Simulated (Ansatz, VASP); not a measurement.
**HfO2 in VASP and in Ansatz**

The input INCAR:

```
ALGO = Normal
EDIFF = 1E-6
ENCUT = 600
GGA = PS
GGA_COMPAT = F
ISIF = 2
ISMEAR = 0
LASPH = T
LCHARG = T
LELF = T
LREAL = F
LVHAR = T
LWAVE = F
NBANDS = 18
NELM = 120
PREC = Accurate
SIGMA = 0.02
```

File KPOINTS:

```
k-points
0
Gamma
  8 8 8
```

The input POSCAR:

```
HfO2
1.0
    0.0000000000      2.5222516861      2.5222516861
    2.5222516861      0.0000000000      2.5222516861
    2.5222516861      2.5222516861      0.0000000000
Hf O
1 2
Direct
    0.0000000000      0.0000000000      0.0000000000
    0.2500000000      0.2500000000      0.2500000000
    0.7500000000      0.7500000000      0.7500000000
```

Input for Ansatz:

```yaml
crystal:
  lattice:
    - [0.0, 2.5222516861, 2.5222516861]
    - [2.5222516861, 0.0, 2.5222516861]
    - [2.5222516861, 2.5222516861, 0.0]
  atoms:
    - { symbol: Hf, position: [0.0, 0.0, 0.0] }
    - { symbol: O, position: [0.25, 0.25, 0.25] }
    - { symbol: O, position: [0.75, 0.75, 0.75] }
basis:
  ecutwfc: 420
kpoints:
  mp_grid: { grid: [8, 8, 8] }
  band_path:
    path:
      - [[0.0, 0.0, 0.0], [0.5, 0.0, 0.5], [0.625, 0.25, 0.625]]
      - [[0.375, 0.375, 0.75], [0.0, 0.0, 0.0], [0.5, 0.5, 0.5], [0.5, 0.25, 0.75], [0.5, 0.0, 0.5]]
    npoints: 10
hamiltonian:
  xc: pbesol
  pseudopotentials: { kind: paw, azcp: { folder: soft_1 } }
scf:
  occupations: { method: gaussian, width: 0.02 }
  n_extra_bands: 7
output:
  forces: true
  stress: true
  eigenvalues: true
```

Alike in both runs: task single point; functional PBEsol; k mesh 8 × 8 × 8; occupations gaussian, width 0.02 eV; no spin polarisation.

```csv
,VASP,Ansatz
version,VASP 6.6.1,Ansatz 0.2.0
potentials or method,"VASP PAW PBE potentials, release 64 (Hf_pv, O), cutoff 600 eV","scalar-relativistic, plane waves, PAW"
valence electrons in the cell,22,38
```

Ansatz gave:

```
gap on the k mesh at the Fermi level (eV) : 3.69
least direct gap on the mesh (eV)         : 3.69
pressure (GPa)                            : 0.0
```

**Question.** Estimate VASP's values.

**Answer.** gap on the k mesh at the Fermi level (eV): 3.71; least direct gap on the mesh (eV): 3.71; pressure (GPa): -4.0.

VASP's potentials were made for PBE, not for PBEsol, and Ansatz warns of the same on its side. One of these differences is far larger than is usual between the two programs; its cause wasn't traced. VASP's potentials hold 22 valence electrons a cell and Ansatz's 38, so a difference there can come from the potentials and not from the codes.

Neither program's run includes spin-orbit coupling.
